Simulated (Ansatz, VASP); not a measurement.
## WC in VASP and in Ansatz

File INCAR:

```
ALGO = Normal
EDIFF = 1E-6
ENCUT = 520
GGA = PE
ISIF = 2
ISMEAR = 0
LASPH = True
LCHARG = False
LREAL = False
LWAVE = False
NBANDS = 16
NELM = 100
PREC = Accurate
SIGMA = 0.15
```

Contents of KPOINTS:

```
k-points
0
Gamma
  18 18 16
```

Contents of POSCAR:

```
WC
1.0
    2.9005014360      0.0000000000      0.0000000000
   -1.4502507180      2.5119079273      0.0000000000
    0.0000000000      0.0000000000      2.8290000000
W C
1 1
Direct
    0.0000000000      0.0000000000      0.0000000000
    0.7122859221      0.3561429610      0.5342144415
```

Input for Ansatz:

```yaml
crystal:
  lattice:
    - [2.900501436, 0.0, 0.0]
    - [-1.450250718, 2.5119079273, 0.0]
    - [0.0, 0.0, 2.829]
  atoms:
    - { symbol: W, position: [0.0, 0.0, 0.0] }
    - { symbol: C, position: [0.7122859221, 0.356142961, 0.5342144415] }
basis:
  ecutwfc: 420
kpoints:
  mp_grid: { grid: [18, 18, 16] }
hamiltonian:
  xc: pbe
scf:
  occupations: { method: gaussian, width: 0.15 }
output:
  forces: true
  stress: true
  eigenvalues: true
```

Change from the starting cell: all C atoms moved -0.150 Å, as atom 2 towards its neighbour atom 1 (W) at 2.192 Å.

Alike in both runs: task single point; functional PBE; k mesh 18 × 18 × 16; occupations gaussian, width 0.15 eV; no spin polarisation.

|  | VASP | Ansatz |
| --- | --- | --- |
| version | VASP 6.6.1 | Ansatz 0.2.0 |
| potentials or method | VASP PAW PBE potentials, release 64 (W_sv, C), cutoff 520 eV | scalar-relativistic, plane waves, PAW |
| valence electrons in the cell | 18 | 18 |

|  | VASP | Ansatz | Ansatz less VASP |
| --- | --- | --- | --- |
| gap on the k mesh at the Fermi level (eV) | none | none | - |
| pressure (GPa) | 13.7 | 12.6 | -1.19 |
| traceless stress, the component that is largest in VASP (GPa) | -4.89 | -4.79 | +0.097 |
| rms of the force components (eV/Å) | 1.325 | 1.318 | -0.0078 |

Atom by atom the forces differ by 0.008 eV/Å (rms over components). A gap of «none» marks a metal or a gap that the smearing closes. The functional is the same, so the differences come from potentials, cutoffs and numerics.

Spin-orbit coupling is off throughout.
